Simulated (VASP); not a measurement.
ZnS: vibrations by perturbation theory with PBE

Crystal: ZnS.

```
Zn S
1.0
     0.00000    2.60685    2.60685
     2.60685    0.00000    2.60685
     2.60685    2.60685    0.00000
Zn S
1 1
Direct
  0.00000 0.00000 0.00000
  0.75000 0.75000 0.75000
```

```
Program                : VASP 6.6.1
Task                   : vibrations by perturbation theory
Functional             : PBE
Potentials or basis    : VASP PAW PBE potentials, release 64 (Zn, S)
Cutoff                 : 520 eV
k mesh                 : 10 × 10 × 10
Occupations            : gaussian, width 0.01 eV
Spin                   : no spin polarisation
Dipole correction      : no
Further INCAR settings : ALGO = Normal; EDIFF = 1e-08; NBANDS = 16; IBRION = 8; NSW = 1
```

| Item | Value |
| --- | --- |
| Electronic dielectric tensor (diagonal) | 5.92 |
| Born charges (mean of the diagonal) | Zn +1.86; S -1.86 e |
| Highest phonon frequency at Γ, LO-TO splitting left out | 325 cm⁻¹ |

Phonon frequencies in cm⁻¹ (negative: imaginary):
```
              q point           frequencies
(0.000, 0.000, 0.000)  -1 -1 -1 325 325 325
```

Electronic dielectric tensor:
```
5.92 0.00 0.00
0.00 5.92 0.00
0.00 0.00 5.92
```

Born effective charge tensors (e):
atom 1, Zn
```
1.86 0.00 0.00
0.00 1.86 0.00
0.00 0.00 1.86
```
atom 2, S
```
-1.86  0.00  0.00
 0.00 -1.86  0.00
 0.00  0.00 -1.86
```

Wall time 18 min on 1 thread of Intel(R) Xeon(R) Platinum 8259CL CPU @ 2.50GHz (Skylake/Cascade Lake), on a shared host, peak memory 0.35 GiB.

Caveat: the cell wasn't relaxed at this level first, which shifts response properties.
